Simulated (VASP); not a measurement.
Set up this calculation in VASP 6.6.1, as the native input.

| Item | Value |
| --- | --- |
| Task | single point |
| Functional | PBE |
| Potentials or basis | VASP PAW PBE potentials, release 64 (C, O) |
| Cutoff | 520 eV |
| k mesh | 4 × 4 × 4 |
| Occupations | gaussian, width 0.05 eV |
| Spin | no spin polarisation |
| Dipole correction | no |
| Further INCAR settings | ALGO = Normal; EDIFF = 1e-06; NBANDS = 44 |

The structure of CO2 lies in POSCAR:

```
CO2
1.0
    6.0487944717      0.0000000000      0.0000000000
    0.0000000000      6.0487944717      0.0000000000
    0.0000000000      0.0000000000      5.4923053803
C O
4 8
Direct
    0.0000000000      0.0000000000      0.0000000000
    0.5000000000      0.0000000000      0.5000000000
    0.5000000000      0.5000000000      0.0000000000
    0.0000000000      0.5000000000      0.5000000000
    0.1114834447      0.1114834447      0.1114834447
    0.3885165553      0.8885165553      0.6114834447
    0.6114834447      0.3885165553      0.8885165553
    0.8885165553      0.6114834447      0.3885165553
    0.8885165553      0.8885165553      0.8885165553
    0.6114834447      0.1114834447      0.3885165553
    0.3885165553      0.6114834447      0.1114834447
    0.1114834447      0.3885165553      0.6114834447
```

The input as run:

INCAR

```
  ALGO = Normal
  EDIFF = 1E-6
  ENCUT = 520
  GGA = PE
  ISIF = 2
  ISMEAR = 0
  LASPH = T
  LCHARG = F
  LREAL = F
  LWAVE = F
  NBANDS = 44
  NELM = 60
  PREC = Accurate
  SIGMA = 0.05
```

KPOINTS

```
k-points
0
Gamma
  4 4 4
```

Potentials or basis: VASP PAW PBE potentials, release 64 (C, O).

The run is started by

```bash
$ cat potpaw_PBE.64/C/POTCAR potpaw_PBE.64/O/POTCAR > POTCAR
$ mpirun -np 1 vasp_std > vasp.out
```

It gave:

```
Pressure               : 12.1 GPa
Largest force          : 5.009 eV/Å
Band gap on the k mesh : 6.87 eV
```

Caveat: the cell stands under pressure; this functional lacks dispersion, which holds the molecules together, so the pressure and a relaxed volume are unreliable; forces of over 1 eV/Å act on the atoms, so gaps and moduli don't describe the material at rest.

It took 2.9 min on 1 thread of Intel(R) Xeon(R) Platinum 8488C (Sapphire Rapids), with other jobs on the host, peak memory 0.38 GiB.
